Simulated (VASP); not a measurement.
# NaF (Villiaumite) (Fm-3m) in VASP: notebook

NaF (Villiaumite) is run at these levels: PBEsol; tasks: single point.

All numbers are computed with VASP 6.6.1; they aren't measurements. Logs are shortened: lines on timing, memory, paths and dates and some standing lists are left out, and cuts for length are marked.

## (1) The cell of the first run

Symmetry: Fm-3m, No. 225, cubic system. Conventional cell: a = 4.671 Å, b = 4.671 Å, c = 4.671 Å, α = 90.00°, β = 90.00°, γ = 90.00°. Na (site symmetry m-3m) has 6 F at 2.34 Å within 3.1 Å. Within 3.1 Å of F (site symmetry m-3m) lie 6 Na at 2.34 Å.

## (2) Single point, PBEsol (volume scaled by 1.02)

INCAR reads:

```
PREC = Accurate
ENCUT = 520
EDIFF = 1E-7
ISMEAR = -1
SIGMA = 0.05
LREAL = False
LASPH = True
NELM = 80
ALGO = Normal
ISIF = 2
LWAVE = False
LCHARG = False
GGA = PS
NBANDS = 14
```

KPOINTS reads:

```
Automatic mesh
0
Gamma
  10 10 10
```

POSCAR reads:

```
NaF
1.0
    0.0000000000      2.3353646862      2.3353646862
    2.3353646862      0.0000000000      2.3353646862
    2.3353646862      2.3353646862      0.0000000000
Na F
1 1
Direct
    0.0000000000      0.0000000000      0.0000000000
    0.5000000000      0.5000000000      0.5000000000
```

Potentials or basis: VASP PAW PBE potentials, release 64 (Na_pv, F).

Launch:

```
$ cat potpaw_PBE.64/Na_pv/POTCAR potpaw_PBE.64/F/POTCAR > POTCAR
$ mpirun -np 1 vasp_std > vasp.out
```

OUTCAR:

```text
PREC = Accurate
   ENCUT = 520
   EDIFF = 1E-7
   ISMEAR = -1
   LREAL = False
   LASPH = True
   NELM = 80
   ISIF = 2
   GGA = PS

 ion  position               nearest neighbor table
   1  0.000  0.000  0.000-   2 2.34   2 2.34   2 2.34   2 2.34   2 2.34   2 2.34
   2  0.500  0.500  0.500-   1 2.34   1 2.34   1 2.34   1 2.34   1 2.34   1 2.34

  LATTYP: Found a face centered cubic cell.
 ALAT       =     4.6707293724

  Lattice vectors:

 A1 = (   0.0000000000,   2.3353646862,   2.3353646862)
 A2 = (   2.3353646862,   0.0000000000,   2.3353646862)
 A3 = (   2.3353646862,   2.3353646862,   0.0000000000)

Analysis of symmetry for initial positions (statically):
=====================================================================
 Subroutine PRICEL returns:
 Original cell was already a primitive cell.

 Routine SETGRP: Setting up the symmetry group for a
 face centered cubic supercell.

 Subroutine GETGRP returns: Found 48 space group operations
 (whereof 48 operations were pure point group operations)
 out of a pool of 48 trial point group operations.

The static configuration has the point symmetry O_h .

Analysis of symmetry for dynamics (positions and initial velocities):
=====================================================================
 Subroutine PRICEL returns:
 Original cell was already a primitive cell.

 Routine SETGRP: Setting up the symmetry group for a
 face centered cubic supercell.

 Subroutine GETGRP returns: Found 48 space group operations
 (whereof 48 operations were pure point group operations)
 out of a pool of 48 trial point group operations.

The dynamic configuration has the point symmetry O_h .

 Subroutine INISYM returns: Found 48 space group operations
 (whereof 48 operations are pure point group operations),
 and found     1 'primitive' translations

----------------------------------------------------------------------------------------

                                     Primitive cell

  volume of cell :      25.4738

  direct lattice vectors                    reciprocal lattice vectors
     0.000000000  2.335364686  2.335364686    -0.214099324  0.214099324  0.214099324
     2.335364686  0.000000000  2.335364686     0.214099324 -0.214099324  0.214099324
     2.335364686  2.335364686  0.000000000     0.214099324  0.214099324 -0.214099324

  length of vectors
     3.302704412  3.302704412  3.302704412     0.370830907  0.370830907  0.370830907

  position of ions in fractional coordinates (direct lattice)
     0.000000000  0.000000000  0.000000000
     0.500000000  0.500000000  0.500000000

  ion indices of the primitive-cell ions
   primitive index   ion index
                 1           1
                 2           2

----------------------------------------------------------------------------------------

 KPOINTS: Automatic mesh

Automatic generation of k-mesh.
 Grid dimensions read from file:
 generate k-points for:   10   10   10

 Generating k-lattice:

  Cartesian coordinates                     Fractional coordinates (reciprocal lattice)
    -0.021409932  0.021409932  0.021409932     0.100000000  0.000000000  0.000000000
     0.021409932 -0.021409932  0.021409932     0.000000000  0.100000000  0.000000000
     0.021409932  0.021409932 -0.021409932     0.000000000  0.000000000  0.100000000

  Length of vectors
     0.037083091  0.037083091  0.037083091

  Shift w.r.t. Gamma in fractional coordinates (k-lattice)
     0.000000000  0.000000000  0.000000000

 Subroutine IBZKPT returns following result:
 ===========================================

 Found     47 irreducible k-points:

 Following reciprocal coordinates:
            Coordinates               Weight
  0.000000  0.000000  0.000000      1.000000
  0.100000  0.000000  0.000000      8.000000
  0.200000  0.000000  0.000000      8.000000
  0.300000  0.000000  0.000000      8.000000
  0.400000  0.000000  0.000000      8.000000
  0.500000  0.000000  0.000000      4.000000
[... 16 lines left out ...]
  0.300000  0.300000  0.000000      6.000000
  0.400000  0.300000  0.000000     24.000000
 [... further k-points ...]
   k-points           NKPTS =     47   k-points in BZ     NKDIM =     47   number of bands    NBANDS=     14
   number of dos      NEDOS =    301   number of ions     NIONS =      2
   total plane-waves  NPLWV =  21952
   dimension x,y,z NGX =    28 NGY =   28 NGZ =   28
   dimension x,y,z NGXF=    56 NGYF=   56 NGZF=   56
   ions per type =               1   1
   NGX,Y,Z   is equivalent  to a cutoff of  14.09, 14.09, 14.09 a.u.
   NGXF,Y,Z  is equivalent  to a cutoff of  28.19, 28.19, 28.19 a.u.
 SYSTEM =  unknown system
   PREC   = accura    normal or accurate (medium, high low for compatibility)
   ISTART =      0    job   : 0-new  1-cont  2-samecut
   ICHARG =      2    charge: 1-file 2-atom 10-const
   ISPIN  =      1    spin polarized calculation?
   LNONCOLLINEAR =      F non collinear calculations
   LSORBIT =      F    spin-orbit coupling
   LASPH  =      T    aspherical Exc in radial PAW
   ENCUT  =  520.0 eV  38.22 Ry    6.18 a.u.   6.14  6.14  6.14*2*pi/ulx,y,z
   NELM   =     80;   NELMIN=  2; NELMDL= -5     # of ELM steps
   EDIFF  = 0.1E-06   stopping-criterion for ELM
   LREAL  =      F    real-space projection
   EDIFFG = 0.1E-05   stopping-criterion for IOM
   NSW    =      0    number of steps for IOM
   IBRION =     -1    ionic relax: 0-MD 1-quasi-New 2-CG
   NFREE  =      0    steps in history (QN), initial steepest desc. (CG)
   ISIF   =      2    stress and relaxation
   ISYM   =      2    0-nonsym 1-usesym 2-fastsym
   POTIM  = 0.5000    time-step for ionic-motion
   TEBEG  =    0.0;   TEEND  =   0.0 temperature during run
   PSTRESS=    0.0 pullay stress
   NELECT =      14.0000    total number of electrons
   NUPDOWN=      -1.0000    fix difference up-down
   EMIN   =  10.00;   EMAX   =-10.00  energy-range for DOS
   EFERMI =   0.00;   METHOD = LEGACY
   ISMEAR =    -1;   SIGMA  =   0.05  broadening in eV -4-tet -1-fermi 0-gaus
   EFERMI_NEDOS =   21; number of points for ismear=-14 and -15
   IALGO  =     38    algorithm
   IMIX   =      4    mixing-type and parameters
     AMIX     =   0.40;   BMIX     =  1.00
     AMIX_MAG =   1.60;   BMIX_MAG =  1.00
  volume/ion in A,a.u.               =      12.74        85.95
  Fermi-wavevector in a.u.,A,eV,Ry     =   1.340971  2.534068 24.466050  1.798204
  Thomas-Fermi vector in A             =   2.469242
   LORBIT       =      0    0 simple, 1 ext, 2 COOP (PROOUT), +10 PAW based schemes
   GGA     = PS    functional components
   LHFCALC =     F    Hartree Fock is set to
   AEXX    =    0.0000 exact exchange contribution
   IVDW    =     0    specifies the selected vdW correction
   LEPSILON=     F    determine dielectric tensor
   LRPA    =     F    only Hartree local field effects (RPA)
 non-spin polarized calculation
  energy-cutoff  :      520.00
  volume of cell :       25.47
 maximum number of plane-waves:       701
 NGX is ok and might be reduce to    28
   NGX = 13   NGY = 13   NGZ = 13

 number of electron      14.0000006 magnetization

 Free energy of the ion-electron system (eV)
  ---------------------------------------------------
  ext. energy  EPLUGINS =         0.00000000
  ---------------------------------------------------
  free energy    TOTEN  =        -8.76711172 eV

  energy without entropy =       -8.76711172  energy(sigma->0) =       -8.76711172

 E-fermi :  -1.0995     XC(G=0):  -9.2158

 val. band max:       -2.2756830324   @ k =   0.0000   0.0000   0.0000
 cond. band min:       3.7648158491   @ k =   0.0000   0.0000   0.0000
 fundamental gap:      6.0404988814
 Fermi energy:        -1.0994630901

 k-point     1 :       0.0000    0.0000    0.0000
  band No.  band energies     occupation
      1     -21.2938      2.00000
      2     -21.1162      2.00000
      3     -21.1162      2.00000
      4     -21.1162      2.00000
      5      -2.2757      2.00000
      6      -2.2757      2.00000
      7      -2.2757      2.00000
      8       3.7648      0.00000
      9      16.4026      0.00000
     10      16.4026      0.00000
     11      16.4026      0.00000
     12      19.0378      0.00000
     13      21.3973      0.00000
     14      21.3973      0.00000

 k-point     2 :       0.1000    0.0000    0.0000
  band No.  band energies     occupation
      1     -21.4534      2.00000
      2     -21.1173      2.00000
      3     -21.1173      2.00000
      4     -20.9435      2.00000
      5      -2.4713      2.00000
      6      -2.2997      2.00000
      7      -2.2997      2.00000
      8       4.1198      0.00000
      9      15.0915      0.00000
     10      16.5523      0.00000
     11      16.5523      0.00000
     12      20.4830      0.00000
     13      20.9700      0.00000
     14      20.9700      0.00000

 k-point     3 :       0.2000    0.0000    0.0000
  band No.  band energies     occupation
      1     -21.6459      2.00000
      2     -21.1202      2.00000
      3     -21.1202      2.00000
      4     -20.7173      2.00000
      5      -2.9194      2.00000
      6      -2.3621      2.00000
      7      -2.3621      2.00000
      8       5.0318      0.00000
      9      13.3292      0.00000
     10      16.9250      0.00000
     11      16.9250      0.00000
     12      20.3321      0.00000
     13      20.3321      0.00000
     14      21.6201      0.00000

 k-point     4 :       0.3000    0.0000    0.0000
  band No.  band energies     occupation
      1     -21.7957      2.00000
      2     -21.1239      2.00000
      3     -21.1239      2.00000
      4     -20.5253      2.00000
      5      -3.3884      2.00000
      6      -2.4380      2.00000
      7      -2.4380      2.00000
      8       6.2261      0.00000
      9      11.8240      0.00000
     10      17.2903      0.00000
     11      17.2903      0.00000
     12      20.0316      0.00000
     13      20.0316      0.00000
     14      21.4272      0.00000

 k-point     5 :       0.4000    0.0000    0.0000
  band No.  band energies     occupation
      1     -21.8895      2.00000
      2     -21.1268      2.00000
      3     -21.1268      2.00000
      4     -20.3969      2.00000
      5      -3.7228      2.00000
      6      -2.4985      2.00000
      7      -2.4985      2.00000
      8       7.4521      0.00000
      9      10.5759      0.00000
     10      17.4389      0.00000
     11      17.4389      0.00000
[... 276 lines left out ...]
 k-point    22 :      -0.2000    0.2000    0.0000
  band No.  band energies     occupation
      1     -21.7599      2.00000
      2     -21.1544      2.00000
      3     -21.1216      2.00000
      4     -20.5376      2.00000
      5      -3.3298      2.00000
      6      -2.6380      2.00000
      7      -2.4514      2.00000
      8       6.6492      0.00000
      9      11.9176      0.00000
     10      15.4001      0.00000
     11      18.3916      0.00000
     12      18.5883      0.00000
     13      20.0319      0.00000
     14      23.7223      0.00000

 k-point    23 :       0.3000    0.3000    0.0000
  band No.  band energies     occupation
      1     -21.5941      2.00000
      2     -21.1490      2.00000
      3     -21.1490      2.00000
      4     -20.7120      2.00000
      5      -3.3265      2.00000
      6      -2.5464      2.00000
      7      -2.5464      2.00000
      8       6.9938      0.00000
      9      11.8201      0.00000
     10      15.2261      0.00000
     11      16.8532      0.00000
     12      16.8532      0.00000
     13      22.9019      0.00000
     14      23.6297      0.00000

 k-point    24 :       0.4000    0.3000    0.0000
  band No.  band energies     occupation
      1     -21.5707      2.00000
      2     -21.1615      2.00000
      3     -21.1540      2.00000
      4     -20.7184      2.00000
      5      -3.4372      2.00000
      6      -2.6524      2.00000
      7      -2.5972      2.00000
      8       7.9855      0.00000
      9      11.2724      0.00000
     10      14.1030      0.00000
     11      16.9327      0.00000
     12      16.9664      0.00000
     13      22.6745      0.00000
     14      23.9891      0.00000

 [... further k-points ...]
[... 5 lines left out ...]
  --------------------------------------------------------------------------------------
  -------------------------------------------------------------------------------------
  Total       -0.1986839     -0.1986839     -0.1986839      0.0000000     -0.0000000      0.0000000
  in kB      -12.4962347    -12.4962347    -12.4962347      0.0000000     -0.0000000      0.0000000
  external PRESSURE =     -12.4962347 kB  Pullay stress =       0.0000000 kB

 VOLUME and BASIS-vectors are now :
 -----------------------------------------------------------------------------
  energy-cutoff  :      520.00
  volume of cell :       25.47
      direct lattice vectors                 reciprocal lattice vectors
     0.000000000  2.335364686  2.335364686    -0.214099324  0.214099324  0.214099324
     2.335364686  0.000000000  2.335364686     0.214099324 -0.214099324  0.214099324
     2.335364686  2.335364686  0.000000000     0.214099324  0.214099324 -0.214099324

 POSITION                                       TOTAL-FORCE (eV/Angst)
 -----------------------------------------------------------------------------------
      0.00000      0.00000      0.00000        -0.000000      0.000000     -0.000000
      2.33536      2.33536      2.33536         0.000000     -0.000000      0.000000
 -----------------------------------------------------------------------------------
    total drift:                                0.000000      0.000000      0.000000

  FREE ENERGIE OF THE ION-ELECTRON SYSTEM (eV)
  ---------------------------------------------------
  free  energy   TOTEN  =        -8.7671117209 eV

  energy  without entropy=       -8.7671117209  energy(sigma->0) =       -8.76711172
```

It took 8.9 s on 1 thread of Intel Xeon 6975P-C (Granite Rapids), shared host; peak memory 0.15 GiB.

Results:

- Free energy: -8.7671 eV
- Pressure: -1.2 GPa
- Band gap on the k mesh: 6.04 eV, direct

Caveat: the PAW data sets were made with another functional, which shifts forces and pressure a little.

## (3) Single point, PBEsol (volume scaled by 1.04)

INCAR reads:

```
SYSTEM = NaF
ALGO = Normal ; EDIFF = 1E-6
ENCUT = 520 ; GGA = PS
ISIF = 2 ; ISMEAR = -1
LASPH = .TRUE. ; LCHARG = .FALSE.
LREAL = .FALSE. ; LWAVE = .FALSE.
NBANDS = 14 ; NELM = 60
PREC = Accurate ; SIGMA = 0.05
```

KPOINTS reads:

```
k-points
0
G
  10 10 10
  0 0 0
```

POSCAR reads:

```
NaF
1.0
    0.0000000000      2.3505298169      2.3505298169
    2.3505298169      0.0000000000      2.3505298169
    2.3505298169      2.3505298169      0.0000000000
Na F
1 1
Direct
    0.0000000000      0.0000000000      0.0000000000
    0.5000000000      0.5000000000      0.5000000000
```

Potentials or basis: VASP PAW PBE potentials, release 64 (Na_pv, F).

Launch:

```
$ cat potpaw_PBE.64/Na_pv/POTCAR potpaw_PBE.64/F/POTCAR > POTCAR
$ mpirun -np 1 vasp_std > vasp.out
```

OUTCAR:

```text
SYSTEM = NaF
   EDIFF = 1E-6
   ENCUT = 520
   GGA = PS
   ISIF = 2
   ISMEAR = -1
   LASPH = .TRUE.
   LREAL = .FALSE.
   NELM = 60
   PREC = Accurate

 ion  position               nearest neighbor table
   1  0.000  0.000  0.000-
   2  0.500  0.500  0.500-

  LATTYP: Found a face centered cubic cell.
 ALAT       =     4.7010596338

  Lattice vectors:

 A1 = (   0.0000000000,   2.3505298169,   2.3505298169)
 A2 = (   2.3505298169,   0.0000000000,   2.3505298169)
 A3 = (   2.3505298169,   2.3505298169,   0.0000000000)

Analysis of symmetry for initial positions (statically):
=====================================================================
 Subroutine PRICEL returns:
 Original cell was already a primitive cell.

 Routine SETGRP: Setting up the symmetry group for a
 face centered cubic supercell.

 Subroutine GETGRP returns: Found 48 space group operations
 (whereof 48 operations were pure point group operations)
 out of a pool of 48 trial point group operations.

The static configuration has the point symmetry O_h .

Analysis of symmetry for dynamics (positions and initial velocities):
=====================================================================
[... 167 lines left out ...]
      1     -21.3407      2.00000
      2     -21.2540      2.00000
      3     -21.2540      2.00000
      4     -21.2540      2.00000
      5      -2.3533      2.00000
      6      -2.3533      2.00000
      7      -2.3533      2.00000
      8       3.5900      0.00000
      9      16.1886      0.00000
     10      16.1886      0.00000
     11      16.1886      0.00000
     12      18.7841      0.00000
     13      21.1226      0.00000
     14      21.1226      0.00000
[... 377 lines left out ...]
      1     -21.6541      2.00000
      2     -21.2964      2.00000
      3     -21.2895      2.00000
      4     -20.8245      2.00000
      5      -3.4857      2.00000
      6      -2.7205      2.00000
      7      -2.6669      2.00000
      8       7.7645      0.00000
      9      11.1121      0.00000
     10      13.8289      0.00000
     11      16.6332      0.00000
     12      16.6634      0.00000
     13      22.2802      0.00000
     14      23.6735      0.00000

 [... further k-points ...]
[... 5 lines left out ...]
  --------------------------------------------------------------------------------------
  -------------------------------------------------------------------------------------
  Total       -0.3465289     -0.3465289     -0.3465289     -0.0000000     -0.0000000      0.0000000
  in kB      -21.3758159    -21.3758159    -21.3758159     -0.0000000     -0.0000000      0.0000000
  external PRESSURE =     -21.3758159 kB  Pullay stress =       0.0000000 kB

 VOLUME and BASIS-vectors are now :
 -----------------------------------------------------------------------------
  energy-cutoff  :      520.00
  volume of cell :       25.97
      direct lattice vectors                 reciprocal lattice vectors
     0.000000000  2.350529817  2.350529817    -0.212717999  0.212717999  0.212717999
     2.350529817  0.000000000  2.350529817     0.212717999 -0.212717999  0.212717999
     2.350529817  2.350529817  0.000000000     0.212717999  0.212717999 -0.212717999

 POSITION                                       TOTAL-FORCE (eV/Angst)
 -----------------------------------------------------------------------------------
      0.00000      0.00000      0.00000         0.000000      0.000000      0.000000
      2.35053      2.35053      2.35053        -0.000000     -0.000000     -0.000000
 -----------------------------------------------------------------------------------
    total drift:                                0.000000      0.000000      0.000000

  FREE ENERGIE OF THE ION-ELECTRON SYSTEM (eV)
  ---------------------------------------------------
  free  energy   TOTEN  =        -8.7626811212 eV

  energy  without entropy=       -8.7626811212  energy(sigma->0) =       -8.76268112
```

stdout:

```text
POSCAR found type information on POSCAR NaF
 POSCAR found :  2 types and       2 ions
 scaLAPACK will be used
 -----------------------------------------------------------------------------
|                                                                             |
|                                                                             |
|     You enforced a specific xc type in the INCAR file but a different       |
|     I HOPE YOU KNOW WHAT YOU ARE DOING!                                     |
|                                                                             |
 -----------------------------------------------------------------------------

 LDA part: xc-table for (Slater+PW92), standard interpolation
 POSCAR, INCAR and KPOINTS ok, starting setup
 FFT: planning ... GRIDC
 FFT: planning ... GRID_SOFT
 FFT: planning ... GRID
 WAVECAR not read
 entering main loop
```

It took 7.9 s on 1 thread of Intel Xeon 6975P-C (Granite Rapids), shared host; peak memory 0.15 GiB.

What came out:

```
Free energy            : -8.7627 eV
Pressure               : -2.1 GPa
Band gap on the k mesh : 5.94 eV, direct
```

Caveat: the PAW data sets were made with another functional, which shifts forces and pressure a little. A k mesh can miss the band edges.
